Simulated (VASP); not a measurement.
# Ru (P6_3/mmc) in VASP: further runs

Ru is run at these levels: LDA; tasks: single point.

Everything below comes from runs of VASP 6.6.1. Logs are shortened: lines on timing, memory, paths and dates and some standing lists are left out, and cuts for length are marked.

**1. The cell of the first run**

The structure is hexagonal, space group P6_3/mmc (No. 194). Conventional cell: a = 2.678 Å, b = 2.678 Å, c = 4.215 Å, α = 90.00°, β = 90.00°, γ = 120.00°. Within 3.4 Å of Ru (site symmetry -6m2) lie 12 Ru at 2.61 to 2.68 Å.

**2. Single point, LDA, collinear spin, ferromagnetic start**

INCAR

```
ALGO = Normal ; EDIFF = 1E-6
ENCUT = 520 ; ISIF = 2
ISMEAR = -1 ; ISPIN = 2
LASPH = True ; LCHARG = True
LELF = True ; LMAXMIX = 4
LORBIT = 11 ; LREAL = False
LVHAR = True ; LWAVE = False
MAGMOM = 1 1 ; NBANDS = 25
NELM = 150 ; PREC = Accurate
SIGMA = 0.05
```

KPOINTS

```
k-points
0
Gamma
  22 22 12
```

POSCAR

```
Ru
1.0
    2.6778378926      0.0000000000      0.0000000000
   -1.3389189463      2.3190756422      0.0000000000
    0.0000000000      0.0000000000      4.2151977358
Ru
2
Direct
    0.3333333333      0.6666666667      0.2500000000
    0.6666666667      0.3333333333      0.7500000000
```

Potentials or basis: VASP PAW LDA potentials, release 64 (Ru_pv).

On the command line:

```console
$ cat potpaw_LDA.64/Ru_pv/POTCAR > POTCAR
$ mpirun -np 1 vasp_std > vasp.out
```

OUTCAR:

```text
EDIFF = 1E-6
   ENCUT = 520
   ISIF = 2
   ISMEAR = -1
   ISPIN = 2
   LASPH = True
   LORBIT = 11
   LREAL = False
   NELM = 150
   PREC = Accurate

 ion  position               nearest neighbor table
   1  0.333  0.667  0.250-   2 2.61   2 2.61   2 2.61   2 2.61   2 2.61   2 2.61
   2  0.667  0.333  0.750-   1 2.61   1 2.61   1 2.61   1 2.61   1 2.61   1 2.61

  LATTYP: Found a hexagonal cell.
 ALAT       =     2.6778378926
 C/A-ratio  =     1.5741048954

  Lattice vectors:

 A1 = (   2.6778378926,   0.0000000000,   0.0000000000)
 A2 = (  -1.3389189463,   2.3190756422,   0.0000000000)
 A3 = (   0.0000000000,   0.0000000000,   4.2151977358)

Analysis of symmetry for initial positions (statically):
=====================================================================
 Subroutine PRICEL returns:
 Original cell was already a primitive cell.

 Routine SETGRP: Setting up the symmetry group for a
 hexagonal supercell.

 Subroutine GETGRP returns: Found 24 space group operations
 (whereof 12 operations were pure point group operations)
 out of a pool of 24 trial point group operations.

The static configuration has the point symmetry D_3d.
 The point group associated with its full space group is D_6h.

Analysis of symmetry for dynamics (positions and initial velocities):
=====================================================================
 Subroutine PRICEL returns:
 Original cell was already a primitive cell.

 Routine SETGRP: Setting up the symmetry group for a
 hexagonal supercell.

 Subroutine GETGRP returns: Found 24 space group operations
 (whereof 12 operations were pure point group operations)
 out of a pool of 24 trial point group operations.

The dynamic configuration has the point symmetry D_3d.
 The point group associated with its full space group is D_6h.

Analysis of structural, dynamic, and magnetic symmetry:
=====================================================================
 Subroutine PRICEL returns:
 Original cell was already a primitive cell.

 Routine SETGRP: Setting up the symmetry group for a
 hexagonal supercell.

 Subroutine GETGRP returns: Found 24 space group operations
 (whereof 12 operations were pure point group operations)
 out of a pool of 24 trial point group operations.

The overall configuration has the point symmetry D_3d.
 The point group associated with its full space group is D_6h.

 Subroutine INISYM returns: Found 24 space group operations
 (whereof 12 operations are pure point group operations),
 and found     1 'primitive' translations

----------------------------------------------------------------------------------------

                                     Primitive cell

  volume of cell :      26.1768

  direct lattice vectors                    reciprocal lattice vectors
     2.677837893  0.000000000  0.000000000     0.373435600  0.215603144  0.000000000
    -1.338918946  2.319075642  0.000000000     0.000000000  0.431206288  0.000000000
     0.000000000  0.000000000  4.215197736     0.000000000  0.000000000  0.237236795

  length of vectors
     2.677837893  2.677837893  4.215197736     0.431206288  0.431206288  0.237236795

  position of ions in fractional coordinates (direct lattice)
     0.333333333  0.666666667  0.250000000
     0.666666667  0.333333333  0.750000000

  ion indices of the primitive-cell ions
   primitive index   ion index
                 1           1
                 2           2

----------------------------------------------------------------------------------------

 KPOINTS: k-points

Automatic generation of k-mesh.
 Grid dimensions read from file:
 generate k-points for:   22   22   12

 Generating k-lattice:

  Cartesian coordinates                     Fractional coordinates (reciprocal lattice)
     0.016974345  0.009800143  0.000000000     0.045454545 -0.000000000  0.000000000
     0.000000000  0.019600286  0.000000000     0.000000000  0.045454545  0.000000000
     0.000000000  0.000000000  0.019769733     0.000000000  0.000000000  0.083333333

  Length of vectors
     0.019600286  0.019600286  0.019769733

  Shift w.r.t. Gamma in fractional coordinates (k-lattice)
     0.000000000  0.000000000  0.000000000

 Subroutine IBZKPT returns following result:
 ===========================================

 Found    364 irreducible k-points:

 Following reciprocal coordinates:
            Coordinates               Weight
  0.000000  0.000000  0.000000      1.000000
  0.045455  0.000000  0.000000      6.000000
  0.090909  0.000000  0.000000      6.000000
  0.136364 -0.000000  0.000000      6.000000
  0.181818  0.000000  0.000000      6.000000
  0.227273  0.000000  0.000000      6.000000
[... 16 lines left out ...]
  0.090909  0.090909  0.000000      6.000000
  0.136364  0.090909  0.000000     12.000000
 [... further k-points ...]
   k-points           NKPTS =    364   k-points in BZ     NKDIM =    364   number of bands    NBANDS=     25
   number of dos      NEDOS =    301   number of ions     NIONS =      2
   total plane-waves  NPLWV =  12800
   dimension x,y,z NGX =    20 NGY =   20 NGZ =   32
   dimension x,y,z NGXF=    40 NGYF=   40 NGZF=   64
   ions per type =               2
   NGX,Y,Z   is equivalent  to a cutoff of  12.42, 12.42, 12.62 a.u.
   NGXF,Y,Z  is equivalent  to a cutoff of  24.83, 24.83, 25.24 a.u.
 SYSTEM =  unknown system
   PREC   = accura    normal or accurate (medium, high low for compatibility)
   ISTART =      0    job   : 0-new  1-cont  2-samecut
   ICHARG =      2    charge: 1-file 2-atom 10-const
   ISPIN  =      2    spin polarized calculation?
   LNONCOLLINEAR =      F non collinear calculations
   LSORBIT =      F    spin-orbit coupling
   LASPH  =      T    aspherical Exc in radial PAW
   ENCUT  =  520.0 eV  38.22 Ry    6.18 a.u.   4.98  4.98  7.84*2*pi/ulx,y,z
   NELM   =    150;   NELMIN=  2; NELMDL= -5     # of ELM steps
   EDIFF  = 0.1E-05   stopping-criterion for ELM
   LREAL  =      F    real-space projection
   EDIFFG = 0.1E-04   stopping-criterion for IOM
   NSW    =      0    number of steps for IOM
   IBRION =     -1    ionic relax: 0-MD 1-quasi-New 2-CG
   NFREE  =      0    steps in history (QN), initial steepest desc. (CG)
   ISIF   =      2    stress and relaxation
   ISYM   =      2    0-nonsym 1-usesym 2-fastsym
   POTIM  = 0.5000    time-step for ionic-motion
   TEBEG  =    0.0;   TEEND  =   0.0 temperature during run
   PSTRESS=    0.0 pullay stress
   NELECT =      28.0000    total number of electrons
   NUPDOWN=      -1.0000    fix difference up-down
   EMIN   =  10.00;   EMAX   =-10.00  energy-range for DOS
   EFERMI =   0.00;   METHOD = LEGACY
   ISMEAR =    -1;   SIGMA  =   0.05  broadening in eV -4-tet -1-fermi 0-gaus
   EFERMI_NEDOS =   21; number of points for ismear=-14 and -15
   IALGO  =     38    algorithm
   IMIX   =      4    mixing-type and parameters
     AMIX     =   0.40;   BMIX     =  1.00
     AMIX_MAG =   1.60;   BMIX_MAG =  1.00
  volume/ion in A,a.u.               =      13.09        88.33
  Fermi-wavevector in a.u.,A,eV,Ry     =   1.674256  3.163885 38.138929  2.803132
  Thomas-Fermi vector in A             =   2.759083
   LORBIT       =     11    0 simple, 1 ext, 2 COOP (PROOUT), +10 PAW based schemes
   GGA     = CA    functional components
   LHFCALC =     F    Hartree Fock is set to
   AEXX    =    0.0000 exact exchange contribution
   IVDW    =     0    specifies the selected vdW correction
   LEPSILON=     F    determine dielectric tensor
   LRPA    =     F    only Hartree local field effects (RPA)
 spin polarized calculation
  energy-cutoff  :      520.00
  volume of cell :       26.18
 maximum number of plane-waves:       724
 NGX is ok and might be reduce to    20
   NGX =  9   NGY =  9   NGZ = 15

 number of electron      27.9999992 magnetization       0.0000140

 number of electron      27.9999992 magnetization      -0.0000201

 Free energy of the ion-electron system (eV)
  ---------------------------------------------------
  ext. energy  EPLUGINS =         0.00000000
  ---------------------------------------------------
  free energy    TOTEN  =       -21.39955174 eV

  energy without entropy =      -21.38872038  energy(sigma->0) =      -21.39413606

 E-fermi :  13.3887     XC(G=0): -14.6069

 val. band max:       13.3870376832   @ k =   0.1818   0.1364   0.1667
 cond. band min:      13.3937426945   @ k =   0.2727  -0.0000   0.3333
 fundamental gap:      0.0067050113
 Fermi energy:        13.3886685329

 spin component 1

 k-point     1 :       0.0000    0.0000    0.0000
  band No.  band energies     occupation
      1     -30.2418      1.00000
      2     -29.1683      1.00000
      3     -29.1683      1.00000
      4     -28.9694      1.00000
      5     -28.9694      1.00000
      6     -28.9168      1.00000
[... 17 lines left out ...]
     24      31.6733      0.00000
     25      36.7012      0.00000
[... 621 lines left out ...]
      3     -29.3411      1.00000
      4     -29.1945      1.00000
      5     -29.0286      1.00000
      6     -28.9901      1.00000
[... 17 lines left out ...]
     24      31.7370      0.00000
     25      32.4215      0.00000

 [... further k-points ...]

 spin component 2

 k-point     1 :       0.0000    0.0000    0.0000
  band No.  band energies     occupation
      1     -30.2418      1.00000
      2     -29.1683      1.00000
      3     -29.1683      1.00000
      4     -28.9694      1.00000
      5     -28.9694      1.00000
      6     -28.9168      1.00000
[... 17 lines left out ...]
     24      31.6733      0.00000
     25      36.6967      0.00000
[... 621 lines left out ...]
      3     -29.3411      1.00000
      4     -29.1945      1.00000
      5     -29.0286      1.00000
      6     -28.9901      1.00000
[... 17 lines left out ...]
     24      31.7370      0.00000
     25      32.4215      0.00000

 [... further k-points ...]

------------------------ aborting loop because EDIFF is reached ----------------------------------------

  FORCE on cell =-STRESS in cart. coord.  units (eV):
  Direction    XX          YY          ZZ          XY          YZ          ZX
  --------------------------------------------------------------------------------------
  -------------------------------------------------------------------------------------
  Total        0.0803795      0.0803795      0.3171519      0.0000000      0.0000000      0.0000000
  in kB        4.9196992      4.9196992     19.4115769      0.0000000      0.0000000      0.0000000
  external PRESSURE =       9.7503251 kB  Pullay stress =       0.0000000 kB

 VOLUME and BASIS-vectors are now :
 -----------------------------------------------------------------------------
  energy-cutoff  :      520.00
  volume of cell :       26.18
      direct lattice vectors                 reciprocal lattice vectors
     2.677837893  0.000000000  0.000000000     0.373435600  0.215603144  0.000000000
    -1.338918946  2.319075642  0.000000000     0.000000000  0.431206288  0.000000000
     0.000000000  0.000000000  4.215197736     0.000000000  0.000000000  0.237236795

 POSITION                                       TOTAL-FORCE (eV/Angst)
 -----------------------------------------------------------------------------------
     -0.00000      1.54605      1.05380        -0.000000      0.000000      0.000000
      1.33892      0.77303      3.16140         0.000000      0.000000      0.000000
 -----------------------------------------------------------------------------------
    total drift:                               -0.000000      0.000000     -0.000000

  FREE ENERGIE OF THE ION-ELECTRON SYSTEM (eV)
  ---------------------------------------------------
  free  energy   TOTEN  =       -21.3995517366 eV

  energy  without entropy=      -21.3887203844  energy(sigma->0) =      -21.39413606

 total charge

# of ion       s       p       d       tot
------------------------------------------
    1        0.422   6.339   5.993  12.754
    2        0.422   6.339   5.993  12.754
--------------------------------------------------
tot          0.844  12.679  11.985  25.508

 magnetization (x)

# of ion       s       p       d       tot
------------------------------------------
    1        0.000  -0.000   0.000   0.000
    2        0.000  -0.000   0.000   0.000
--------------------------------------------------
tot          0.000  -0.000   0.000   0.000
```

It took 7.7 min on 1 thread of Intel Xeon 8259CL, shared host; peak memory 0.39 GiB.

What came out:

```
Free energy                                           : -21.3996 eV
Pressure                                              : 1.0 GPa
Band gap on the k mesh                                : zero (filled and empty bands overlap)
Net moment                                            : 0.00 μB per cell
Valence electrons inside the program's atomic spheres : Ru 12.75
```

Stress tensor (GPa, compression positive):
```
0.49 0.00 0.00
0.00 0.49 0.00
0.00 0.00 1.94
```

Caveat: an empty level that is flat over the whole mesh can mark a ghost state of the potentials, or a narrow d or f band.

(Part 1 of 2 ends here.)
